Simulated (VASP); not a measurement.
# Al3HRu3 in VASP: single point with PBEsol

Aim: the single point of Al3HRu3 with PBEsol.

Program: VASP 6.6.1. These are calculated values, not measurements. Logs are shortened: lines on timing, memory, paths and dates and some standing lists are left out, and cuts for length are marked.

## Step 1: The cell of the first run

The cell holds a slab with vacuum, 7 atoms: a = 2.976 Å, b = 2.976 Å, c = 26.441 Å, α = 90.00°, β = 90.00°, γ = 90.00°.

## Step 2: Single point, PBEsol

INCAR reads:

```
SYSTEM = Al3HRu3
  PREC = Accurate
  ENCUT = 520
  EDIFF = 1E-6
  ISMEAR = 0
  SIGMA = 0.1
  LREAL = .FALSE.
  LASPH = .TRUE.
  NELM = 80
  ALGO = Normal
  ISIF = 2
  LWAVE = .FALSE.
  LCHARG = .TRUE.
  LDIPOL = .TRUE.
  IDIPOL = 3
  DIPOL = 0.5 0.5 0.485
  GGA = PS
  LELF = .TRUE.
  LVHAR = .TRUE.
  LVACPOTAV = .TRUE.
  NBANDS = 35
```

KPOINTS reads:

```
Automatic mesh
0
G
  10 10 1
  0 0 0
```

POSCAR reads:

```
Al3HRu3
1.0
    2.9764078228      0.0000000000      0.0000000000
    0.0000000000      2.9764078228      0.0000000000
    0.0000000000      0.0000000000     26.4410195571
Ru Al H
3 3 1
Direct
    0.5000000000      0.5000000000      0.3214702059
    0.5000000000      0.5000000000      0.4340380218
    0.5000000000      0.5000000000      0.5475026899
    0.0000000000      0.0000000000      0.3777541139
    0.0000000000      0.0000000000      0.4895652445
    0.0000000000      0.0000000000      0.5949893040
    0.3333333333      0.3333333333      0.6326771111
```

Potentials or basis: VASP PAW PBE potentials, release 64 (Ru_pv, Al, H).

Run with:

```
> cat potpaw_PBE.64/Ru_pv/POTCAR potpaw_PBE.64/Al/POTCAR potpaw_PBE.64/H/POTCAR > POTCAR
> mpirun -np 1 vasp_std > vasp.out
```

OUTCAR:

```text
SYSTEM = Al3HRu3
   PREC = Accurate
   ENCUT = 520
   EDIFF = 1E-6
   ISMEAR = 0
   LREAL = .FALSE.
   LASPH = .TRUE.
   NELM = 80
   ISIF = 2
   GGA = PS

 ion  position               nearest neighbor table
   1  0.500  0.500  0.321-   4 2.58   4 2.58   4 2.58   4 2.58   2 2.98
   2  0.500  0.500  0.434-   5 2.57   5 2.57   5 2.57   5 2.57   4 2.58   4 2.58   4 2.58   4 2.58
                             1 2.98   3 3.00
   3  0.500  0.500  0.548-   6 2.45   6 2.45   6 2.45   6 2.45   5 2.60   5 2.60   5 2.60   5 2.60
                             2 3.00
   4  0.000  0.000  0.378-   2 2.58   2 2.58   2 2.58   2 2.58   1 2.58   1 2.58   1 2.58   1 2.58
                             5 2.96
   5  0.000  0.000  0.490-   2 2.57   2 2.57   2 2.57   2 2.57   3 2.60   3 2.60   3 2.60   3 2.60
                             6 2.79   4 2.96
   6  0.000  0.000  0.595-   7 1.72   3 2.45   3 2.45   3 2.45   3 2.45   5 2.79
   7  0.333  0.333  0.633-   6 1.72

  LATTYP: Found a simple tetragonal cell.
 ALAT       =     2.9764078228
 C/A-ratio  =     8.8835338204

  Lattice vectors:

 A1 = (   2.9764078228,   0.0000000000,   0.0000000000)
 A2 = (   0.0000000000,   2.9764078228,   0.0000000000)
 A3 = (   0.0000000000,   0.0000000000,  26.4410195571)

Analysis of symmetry for initial positions (statically):
=====================================================================
 Subroutine PRICEL returns:
 Original cell was already a primitive cell.

 Routine SETGRP: Setting up the symmetry group for a
 simple tetragonal supercell.

 Subroutine GETGRP returns: Found  2 space group operations
 (whereof  2 operations were pure point group operations)
 out of a pool of 16 trial point group operations.

The static configuration has the point symmetry C_1h.

Analysis of symmetry for dynamics (positions and initial velocities):
=====================================================================
 Subroutine PRICEL returns:
 Original cell was already a primitive cell.

 Routine SETGRP: Setting up the symmetry group for a
 simple tetragonal supercell.

 Subroutine GETGRP returns: Found  2 space group operations
 (whereof  2 operations were pure point group operations)
 out of a pool of 16 trial point group operations.

The dynamic configuration has the point symmetry C_1h.

 Subroutine INISYM returns: Found  2 space group operations
 (whereof  2 operations are pure point group operations),
 and found     1 'primitive' translations

----------------------------------------------------------------------------------------

                                     Primitive cell

  volume of cell :     234.2411

  direct lattice vectors                    reciprocal lattice vectors
     2.976407823  0.000000000  0.000000000     0.335975464  0.000000000  0.000000000
     0.000000000  2.976407823  0.000000000     0.000000000  0.335975464  0.000000000
     0.000000000  0.000000000 26.441019557     0.000000000  0.000000000  0.037820024

  length of vectors
     2.976407823  2.976407823 26.441019557     0.335975464  0.335975464  0.037820024

  position of ions in fractional coordinates (direct lattice)
     0.500000000  0.500000000  0.321470206
     0.500000000  0.500000000  0.434038022
     0.500000000  0.500000000  0.547502690
     0.000000000  0.000000000  0.377754114
     0.000000000  0.000000000  0.489565244
     0.000000000  0.000000000  0.594989304
     0.333333333  0.333333333  0.632677111

  ion indices of the primitive-cell ions
   primitive index   ion index
                 1           1
                 2           2
                 3           3
                 4           4
                 5           5
                 6           6
                 7           7

----------------------------------------------------------------------------------------

 KPOINTS: Automatic mesh

Automatic generation of k-mesh.
 Grid dimensions read from file:
 generate k-points for:   10   10    1

 Generating k-lattice:

  Cartesian coordinates                     Fractional coordinates (reciprocal lattice)
     0.033597546  0.000000000  0.000000000     0.100000000  0.000000000  0.000000000
     0.000000000  0.033597546  0.000000000     0.000000000  0.100000000  0.000000000
     0.000000000  0.000000000  0.037820024     0.000000000  0.000000000  1.000000000

  Length of vectors
     0.033597546  0.033597546  0.037820024

  Shift w.r.t. Gamma in fractional coordinates (k-lattice)
     0.000000000  0.000000000  0.000000000

 Subroutine IBZKPT returns following result:
 ===========================================

 Found     31 irreducible k-points:

 Following reciprocal coordinates:
            Coordinates               Weight
  0.000000  0.000000  0.000000      1.000000
  0.100000  0.000000  0.000000      4.000000
  0.200000  0.000000  0.000000      4.000000
  0.300000  0.000000  0.000000      4.000000
  0.400000  0.000000  0.000000      4.000000
  0.500000  0.000000  0.000000      2.000000
[... 16 lines left out ...]
  0.300000  0.300000  0.000000      2.000000
 -0.300000  0.300000  0.000000      2.000000
 [... further k-points ...]
   k-points           NKPTS =     31   k-points in BZ     NKDIM =     31   number of bands    NBANDS=     35
   number of dos      NEDOS =    301   number of ions     NIONS =      7
   total plane-waves  NPLWV = 115200
   dimension x,y,z NGX =    24 NGY =   24 NGZ =  200
   dimension x,y,z NGXF=    48 NGYF=   48 NGZF=  400
   ions per type =               3   3   1
   NGX,Y,Z   is equivalent  to a cutoff of  13.41, 13.41, 12.57 a.u.
   NGXF,Y,Z  is equivalent  to a cutoff of  26.81, 26.81, 25.15 a.u.
 SYSTEM =  Al3HRu3
   PREC   = accura    normal or accurate (medium, high low for compatibility)
   ISTART =      0    job   : 0-new  1-cont  2-samecut
   ICHARG =      2    charge: 1-file 2-atom 10-const
   ISPIN  =      1    spin polarized calculation?
   LNONCOLLINEAR =      F non collinear calculations
   LSORBIT =      F    spin-orbit coupling
   LASPH  =      T    aspherical Exc in radial PAW
   ENCUT  =  520.0 eV  38.22 Ry    6.18 a.u.   5.53  5.53 49.16*2*pi/ulx,y,z
   NELM   =     80;   NELMIN=  2; NELMDL= -5     # of ELM steps
   EDIFF  = 0.1E-05   stopping-criterion for ELM
   LREAL  =      F    real-space projection
   EDIFFG = 0.1E-04   stopping-criterion for IOM
   NSW    =      0    number of steps for IOM
   IBRION =     -1    ionic relax: 0-MD 1-quasi-New 2-CG
   NFREE  =      0    steps in history (QN), initial steepest desc. (CG)
   ISIF   =      2    stress and relaxation
   ISYM   =      2    0-nonsym 1-usesym 2-fastsym
   POTIM  = 0.5000    time-step for ionic-motion
   TEBEG  =    0.0;   TEEND  =   0.0 temperature during run
   PSTRESS=    0.0 pullay stress
   NELECT =      52.0000    total number of electrons
   NUPDOWN=      -1.0000    fix difference up-down
   EMIN   =  10.00;   EMAX   =-10.00  energy-range for DOS
   EFERMI =   0.00;   METHOD = LEGACY
   ISMEAR =     0;   SIGMA  =   0.10  broadening in eV -4-tet -1-fermi 0-gaus
   EFERMI_NEDOS =   21; number of points for ismear=-14 and -15
   IALGO  =     38    algorithm
   IMIX   =      4    mixing-type and parameters
     AMIX     =   0.40;   BMIX     =  1.00
     AMIX_MAG =   1.60;   BMIX_MAG =  1.00
  volume/ion in A,a.u.               =      33.46       225.82
  Fermi-wavevector in a.u.,A,eV,Ry     =   0.991262  1.873213 13.369077  0.982599
  Thomas-Fermi vector in A             =   2.122990
   LORBIT       =      0    0 simple, 1 ext, 2 COOP (PROOUT), +10 PAW based schemes
   GGA     = PS    functional components
   LHFCALC =     F    Hartree Fock is set to
   AEXX    =    0.0000 exact exchange contribution
   IVDW    =     0    specifies the selected vdW correction
   LEPSILON=     F    determine dielectric tensor
   LRPA    =     F    only Hartree local field effects (RPA)
 non-spin polarized calculation
 Gauss-broadening in eV      SIGMA  =   0.10
  energy-cutoff  :      520.00
  volume of cell :      234.24
 maximum number of plane-waves:      6371
 NGX is ok and might be reduce to    24
   NGX = 11   NGY = 11   NGZ = 99

 dipolmoment           0.000000      0.000000      0.084676 electrons x Angstroem

 number of electron      51.9999990 magnetization

 dipolmoment           0.000000      0.000000     -0.015052 electrons x Angstroem

 Free energy of the ion-electron system (eV)
  ---------------------------------------------------
  ext. energy  EPLUGINS =         0.00000000
  ---------------------------------------------------
  free energy    TOTEN  =       -45.87143932 eV

  energy without entropy =      -45.83232383  energy(sigma->0) =      -45.85188158

 E-fermi :   1.0771     XC(G=0):  -5.2333

 val. band max:        1.0687430491   @ k =   0.0000   0.0000   0.0000
 cond. band min:       1.0838431833   @ k =  -0.1000   0.4000   0.0000
 fundamental gap:      0.0151001341
 Fermi energy:         1.0771327637

 k-point     1 :       0.0000    0.0000    0.0000
  band No.  band energies     occupation
      1     -41.1887      2.00000
      2     -41.0131      2.00000
      3     -41.0064      2.00000
      4     -40.9460      2.00000
      5     -40.7690      2.00000
      6     -40.7370      2.00000
[... 27 lines left out ...]
     34       5.9677      0.00000
     35       6.5072      0.00000

 k-point     2 :       0.1000    0.0000    0.0000
  band No.  band energies     occupation
      1     -41.1873      2.00000
      2     -41.0311      2.00000
      3     -41.0071      2.00000
      4     -40.9440      2.00000
      5     -40.7674      2.00000
      6     -40.7560      2.00000
[... 27 lines left out ...]
     34       5.8135      0.00000
     35       6.4685      0.00000
[... 796 lines left out ...]
     34       6.5060      0.00000
     35       7.0091      0.00000

 k-point    24 :      -0.3000    0.3000    0.0000
  band No.  band energies     occupation
      1     -41.1935      2.00000
      2     -41.1474      2.00000
      3     -41.0978      2.00000
      4     -40.9176      2.00000
      5     -40.8632      2.00000
      6     -40.8628      2.00000
[... 27 lines left out ...]
     34       6.4305      0.00000
     35       6.7697      0.00000

 [... further k-points ...]

------------------------ aborting loop because EDIFF is reached ----------------------------------------

  FORCE on cell =-STRESS in cart. coord.  units (eV):
  Direction    XX          YY          ZZ          XY          YZ          ZX
  --------------------------------------------------------------------------------------
  -------------------------------------------------------------------------------------
  Total       -0.9680832     -0.9680832     -1.4859848     -0.4275196      0.2257917      0.2257917
  in kB       -6.6215583     -6.6215583    -10.1639347     -2.9241765      1.5443848      1.5443847
  external PRESSURE =      -7.8023504 kB  Pullay stress =       0.0000000 kB

 VOLUME and BASIS-vectors are now :
 -----------------------------------------------------------------------------
  energy-cutoff  :      520.00
  volume of cell :      234.24
      direct lattice vectors                 reciprocal lattice vectors
     2.976407823  0.000000000  0.000000000     0.335975464  0.000000000  0.000000000
     0.000000000  2.976407823  0.000000000     0.000000000  0.335975464  0.000000000
     0.000000000  0.000000000 26.441019557     0.000000000  0.000000000  0.037820024

 POSITION                                       TOTAL-FORCE (eV/Angst)
 -----------------------------------------------------------------------------------
      1.48820      1.48820      8.50000         0.021297      0.021297      0.798750
      1.48820      1.48820     11.47641        -0.009235     -0.009235     -0.283358
      1.48820      1.48820     14.47653        -0.012636     -0.012636     -0.341676
      0.00000      0.00000      9.98820        -0.003403     -0.003403     -0.374656
      0.00000      0.00000     12.94460        -0.028995     -0.028995     -0.198282
      0.00000      0.00000     15.73212        -0.192140     -0.192140      0.394080
      0.99214      0.99214     16.72863         0.225111      0.225111      0.005142
 -----------------------------------------------------------------------------------
    total drift:                               -0.000012     -0.000012      0.001057

  FREE ENERGIE OF THE ION-ELECTRON SYSTEM (eV)
  ---------------------------------------------------
  free  energy   TOTEN  =       -45.8714393195 eV

  energy  without entropy=      -45.8323238324  energy(sigma->0) =      -45.85188158

 vacuum level on the upper side and lower side of the slab         5.200         5.508
```

It took 6.8 min on 1 thread of Intel Xeon Platinum 8559C (Emerald Rapids), shared host; peak memory 0.48 GiB.

What came out:

| Property | Result |
| --- | --- |
| Free energy | -45.8714 eV |
| Largest force | 0.799 eV/Å |
| Band gap on the k mesh | zero (bands 26 and 27 overlap by 2.01 eV) |

Forces on the atoms (eV/Å):
```
Ru   0.021  0.021  0.799
Ru  -0.009 -0.009 -0.283
Ru  -0.013 -0.013 -0.342
Al  -0.003 -0.003 -0.375
Al  -0.029 -0.029 -0.198
Al  -0.192 -0.192  0.394
H    0.225  0.225  0.005
```

Caveat: the PAW data sets were made with another functional, which shifts forces and pressure a little.
